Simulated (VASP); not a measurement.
# BN (sol2) (P6_3mc) in VASP: notebook

BN (sol2) is run at these levels: PBEsol; tasks: single point, relaxation of the atoms.

Everything below comes from runs of VASP 6.6.1. Logs are shortened: lines on timing, memory, paths and dates and some standing lists are left out, and cuts for length are marked.

### 1 The cell of the first run

It takes space group P6_3mc (No. 186, hexagonal). The conventional cell has a = 2.515 Å, b = 2.515 Å, c = 4.161 Å, α = 90.00°, β = 90.00°, γ = 120.00°. B (site symmetry 3m) has 4 N at 1.54 to 1.56 Å within 2.1 Å. Within 2.1 Å of N (site symmetry 3m) lie 4 B at 1.54 to 1.56 Å.

### 2 Single point, PBEsol (strained cell)

Contents of INCAR:

```
ALGO = Normal ; EDIFF = 1E-6
ENCUT = 520 ; GGA = PS
ISIF = 2 ; ISMEAR = 0
LASPH = True ; LCHARG = False
LREAL = False ; LWAVE = False
NBANDS = 16 ; NELM = 80
PREC = Accurate ; SIGMA = 0.02
```

Contents of KPOINTS:

```
k-points
0
Gamma
  9 9 6
```

Contents of POSCAR:

```
BN
1.0
    2.5151549535      0.0000000000      0.0000000000
   -1.2575774767      2.1781880842      0.0000000000
    0.0000000000      0.0000000000      4.1606277799
B N
2 2
Direct
    0.3333333333      0.6666666667     -0.0001250346
    0.6666666667      0.3333333333      0.4998749654
    0.3333333333      0.6666666667      0.3741250346
    0.6666666667      0.3333333333      0.8741250346
```

Potentials or basis: VASP PAW PBE potentials, release 64 (B, N).

Command:

```sh
> cat potpaw_PBE.64/B/POTCAR potpaw_PBE.64/N/POTCAR > POTCAR
> mpirun -np 1 vasp_std > vasp.out
```

OUTCAR:

```text
EDIFF = 1E-6
   ENCUT = 520
   GGA = PS
   ISIF = 2
   ISMEAR = 0
   LASPH = True
   LREAL = False
   NELM = 80
   PREC = Accurate

 ion  position               nearest neighbor table
   1  0.333  0.667  1.000-   4 1.54   4 1.54   4 1.54   3 1.56
   2  0.667  0.333  0.500-   3 1.54   3 1.54   3 1.54   4 1.56
   3  0.333  0.667  0.374-   2 1.54   2 1.54   2 1.54   1 1.56
   4  0.667  0.333  0.874-   1 1.54   1 1.54   1 1.54   2 1.56

  LATTYP: Found a hexagonal cell.
 ALAT       =     2.5151549535
 C/A-ratio  =     1.6542232414

  Lattice vectors:

 A1 = (   2.5151549535,   0.0000000000,   0.0000000000)
 A2 = (  -1.2575774767,   2.1781880842,   0.0000000000)
 A3 = (   0.0000000000,   0.0000000000,   4.1606277799)

Analysis of symmetry for initial positions (statically):
=====================================================================
 Subroutine PRICEL returns:
 Original cell was already a primitive cell.

 Routine SETGRP: Setting up the symmetry group for a
 hexagonal supercell.

 Subroutine GETGRP returns: Found 12 space group operations
 (whereof  6 operations were pure point group operations)
 out of a pool of 24 trial point group operations.

The static configuration has the point symmetry C_3v.
 The point group associated with its full space group is C_6v.

Analysis of symmetry for dynamics (positions and initial velocities):
=====================================================================
 Subroutine PRICEL returns:
 Original cell was already a primitive cell.

 Routine SETGRP: Setting up the symmetry group for a
 hexagonal supercell.

 Subroutine GETGRP returns: Found 12 space group operations
 (whereof  6 operations were pure point group operations)
 out of a pool of 24 trial point group operations.

The dynamic configuration has the point symmetry C_3v.
 The point group associated with its full space group is C_6v.

 Subroutine INISYM returns: Found 12 space group operations
 (whereof  6 operations are pure point group operations),
 and found     1 'primitive' translations

----------------------------------------------------------------------------------------

                                     Primitive cell

  volume of cell :      22.7939

[... 85 lines left out ...]
   ICHARG =      2    charge: 1-file 2-atom 10-const
   ISPIN  =      1    spin polarized calculation?
   LNONCOLLINEAR =      F non collinear calculations
   LSORBIT =      F    spin-orbit coupling
   LASPH  =      T    aspherical Exc in radial PAW
   ENCUT  =  520.0 eV  38.22 Ry    6.18 a.u.   4.68  4.68  7.74*2*pi/ulx,y,z
   NELM   =     80;   NELMIN=  2; NELMDL= -5     # of ELM steps
   EDIFF  = 0.1E-05   stopping-criterion for ELM
   LREAL  =      F    real-space projection
   EDIFFG = 0.1E-04   stopping-criterion for IOM
   NSW    =      0    number of steps for IOM
   IBRION =     -1    ionic relax: 0-MD 1-quasi-New 2-CG
   NFREE  =      0    steps in history (QN), initial steepest desc. (CG)
   ISIF   =      2    stress and relaxation
   ISYM   =      2    0-nonsym 1-usesym 2-fastsym
   POTIM  = 0.5000    time-step for ionic-motion
   TEBEG  =    0.0;   TEEND  =   0.0 temperature during run
   PSTRESS=    0.0 pullay stress
   NELECT =      16.0000    total number of electrons
   NUPDOWN=      -1.0000    fix difference up-down
   EMIN   =  10.00;   EMAX   =-10.00  energy-range for DOS
   EFERMI =   0.00;   METHOD = LEGACY
   ISMEAR =     0;   SIGMA  =   0.02  broadening in eV -4-tet -1-fermi 0-gaus
   EFERMI_NEDOS =   21; number of points for ismear=-14 and -15
   IALGO  =     38    algorithm
   IMIX   =      4    mixing-type and parameters
     AMIX     =   0.40;   BMIX     =  1.00
     AMIX_MAG =   1.60;   BMIX_MAG =  1.00
  volume/ion in A,a.u.               =       5.70        38.46
  Fermi-wavevector in a.u.,A,eV,Ry     =   1.454929  2.749417 28.801067  2.116819
  Thomas-Fermi vector in A             =   2.572023
   LORBIT       =      0    0 simple, 1 ext, 2 COOP (PROOUT), +10 PAW based schemes
   GGA     = PS    functional components
   LHFCALC =     F    Hartree Fock is set to
   AEXX    =    0.0000 exact exchange contribution
   IVDW    =     0    specifies the selected vdW correction
   LEPSILON=     F    determine dielectric tensor
   LRPA    =     F    only Hartree local field effects (RPA)
 non-spin polarized calculation
 Gauss-broadening in eV      SIGMA  =   0.02
  energy-cutoff  :      520.00
  volume of cell :       22.79
 maximum number of plane-waves:       628
 NGX is ok and might be reduce to    20
   NGX =  9   NGY =  9   NGZ = 15

 number of electron      15.9999998 magnetization

 Free energy of the ion-electron system (eV)
  ---------------------------------------------------
  ext. energy  EPLUGINS =         0.00000000
  ---------------------------------------------------
  free energy    TOTEN  =       -36.59443758 eV

  energy without entropy =      -36.59443758  energy(sigma->0) =      -36.59443758

 E-fermi :   8.0704     XC(G=0): -13.1829

 val. band max:        7.9847697056   @ k =   0.0000   0.0000   0.0000
 cond. band min:      12.8632745798   @ k =   0.3333   0.3333   0.0000
 fundamental gap:      4.8785048742
 Fermi energy:         8.0704377060

 k-point     1 :       0.0000    0.0000    0.0000
  band No.  band energies     occupation
      1     -12.8762      2.00000
      2      -8.5020      2.00000
      3      -3.3855      2.00000
      4       5.7670      2.00000
      5       5.7670      2.00000
      6       7.6766      2.00000
[... 433 lines left out ...]
      3      -1.5409      2.00000
      4      -0.0640      2.00000
      5      -0.0640      2.00000
      6       1.8416      2.00000
[... 8 lines left out ...]
     15      24.5493      0.00000
     16      24.5493      0.00000

 [... further k-points ...]
[... 5 lines left out ...]
  --------------------------------------------------------------------------------------
  -------------------------------------------------------------------------------------
  Total        1.8744060      1.8744060      1.8991808      0.0000000      0.0000000     -0.0000000
  in kB      131.7514073    131.7514073    133.4928177      0.0000000      0.0000000     -0.0000000
  external PRESSURE =     132.3318774 kB  Pullay stress =       0.0000000 kB

 VOLUME and BASIS-vectors are now :
 -----------------------------------------------------------------------------
  energy-cutoff  :      520.00
  volume of cell :       22.79
      direct lattice vectors                 reciprocal lattice vectors
     2.515154954  0.000000000  0.000000000     0.397589818  0.229548588  0.000000000
    -1.257577477  2.178188084  0.000000000     0.000000000  0.459097177  0.000000000
     0.000000000  0.000000000  4.160627780     0.000000000  0.000000000  0.240348345

 POSITION                                       TOTAL-FORCE (eV/Angst)
 -----------------------------------------------------------------------------------
     -0.00000      1.45213      4.16011        -0.000000      0.000000      0.004008
      1.25758      0.72606      2.07979         0.000000      0.000000      0.004008
     -0.00000      1.45213      1.55660         0.000000     -0.000000     -0.004008
      1.25758      0.72606      3.63691        -0.000000      0.000000     -0.004008
 -----------------------------------------------------------------------------------
    total drift:                               -0.000000      0.000000     -0.000551

  FREE ENERGIE OF THE ION-ELECTRON SYSTEM (eV)
  ---------------------------------------------------
  free  energy   TOTEN  =       -36.5944375826 eV

  energy  without entropy=      -36.5944375826  energy(sigma->0) =      -36.59443758
```

OSZICAR:

```text
N       E                     dE             d eps       ncg     rms          rms(c)
DAV:   1     0.373491090933E+02    0.37349E+02   -0.82515E+03  1536   0.971E+02
DAV:   2    -0.363298168501E+02   -0.73679E+02   -0.68924E+02  2176   0.234E+02
DAV:   3    -0.386106504909E+02   -0.22808E+01   -0.22738E+01  1880   0.367E+01
DAV:   4    -0.386158074855E+02   -0.51570E-02   -0.51567E-02  1752   0.203E+00
DAV:   5    -0.386158193615E+02   -0.11876E-04   -0.11876E-04  1832   0.905E-02    0.959E+00
DAV:   6    -0.368218237257E+02    0.17940E+01   -0.20697E+00  1960   0.130E+01    0.468E+00
DAV:   7    -0.366370827070E+02    0.18474E+00   -0.32251E-01  1960   0.452E+00    0.274E+00
DAV:   8    -0.365955195498E+02    0.41563E-01   -0.51206E-02  1872   0.178E+00    0.248E-01
DAV:   9    -0.365943625445E+02    0.11570E-02   -0.20248E-03  1736   0.507E-01    0.134E-01
DAV:  10    -0.365944367056E+02   -0.74161E-04   -0.23796E-04  1872   0.126E-01    0.198E-02
DAV:  11    -0.365944372273E+02   -0.52169E-06   -0.19206E-05  1960   0.404E-02    0.116E-02
DAV:  12    -0.365944375826E+02   -0.35526E-06   -0.25426E-06  1664   0.160E-02
   1 F= -.36594438E+02 E0= -.36594438E+02  d E =-.499541E-12
```

It took 16 s on 1 thread of Intel Xeon Platinum 8488C (Sapphire Rapids), shared host; peak memory 0.13 GiB.

Results:

| Property | Result |
| --- | --- |
| Free energy | -36.5944 eV |
| Pressure | 13.2 GPa |
| Largest force | 0.004 eV/Å |
| Band gap on the k mesh | 4.88 eV, indirect (least direct gap 8.35 eV) |

Forces in eV/Å, atoms in the order of the input:
```
B    0.000  0.000  0.004
B    0.000  0.000  0.004
N    0.000  0.000 -0.004
N    0.000  0.000 -0.004
```

Stress tensor (GPa, compression positive):
```
13.18  0.00  0.00
 0.00 13.18  0.00
 0.00  0.00 13.35
```

Levels at points of the mesh, in eV from the valence-band top:
```tsv
k point	band 6	band 7	band 8	band 9	band 10	band 11
(0.00, 0.00, 0.00)	-0.31	0.00	0.00	8.45	8.45	8.74
(0.00, 0.00, 0.50)	-1.23	-1.23	-1.23	9.76	9.76	10.05
```

Caveat: the cell differs from its parent crystal (strained cell); the PAW data sets were made with another functional, which shifts forces and pressure a little.

### 3 Single point, PBEsol (strained cell)

Contents of INCAR:

```
ALGO = Normal ; EDIFF = 1E-6
ENCUT = 910 ; GGA = PS
GGA_COMPAT = False ; ISIF = 2
ISMEAR = 0 ; LASPH = True
LCHARG = False ; LREAL = False
LWAVE = False ; NBANDS = 16
NELM = 120 ; PREC = Accurate
SIGMA = 0.02
```

KPOINTS is that of step 2.

POSCAR is that of step 2.

Potentials or basis: VASP PAW PBE potentials, release 64 (B_h, N_h).

Command:

```sh
> cat potpaw_PBE.64/B_h/POTCAR potpaw_PBE.64/N_h/POTCAR > POTCAR
> mpirun -np 1 vasp_std > vasp.out
```

Run time: 38 s. Hardware: 1 thread of Intel Xeon Platinum 8488C (Sapphire Rapids), shared host; peak memory 0.18 GiB.

It converged, with:

```yaml
Free_energy: -36.6457 eV
Pressure: 12.3 GPa
Band_gap_on_the_k_mesh: 4.88 eV, indirect (least direct gap 8.36 eV)
```

Stress tensor (GPa, compression positive):
```
12.21  0.00  0.00
 0.00 12.21  0.00
 0.00  0.00 12.44
```

Levels at points of the mesh, in eV from the valence-band top:
| k point | band 4 | band 5 | band 6 | band 7 | band 8 | band 9 | band 10 | band 11 | band 12 | band 13 |
| --- | --- | --- | --- | --- | --- | --- | --- | --- | --- | --- |
| (0.00, 0.00, 0.00) | -2.22 | -2.22 | -0.31 | 0.00 | 0.00 | 8.45 | 8.45 | 8.75 | 9.93 | 11.25 |
| (0.00, 0.00, 0.50) | -5.92 | -1.23 | -1.23 | -1.23 | -1.23 | 9.76 | 9.76 | 10.06 | 10.06 | 10.06 |

Caveat: the cell differs from its parent crystal (strained cell); the cutoff is under 1.25 times the usual one of these potentials, so pressure, stress and relaxed cells hold a basis-set (Pulay) error; the PAW data sets were made with another functional, which shifts forces and pressure a little. A k mesh can miss the band edges.

(Part 1 of 2 ends here.)
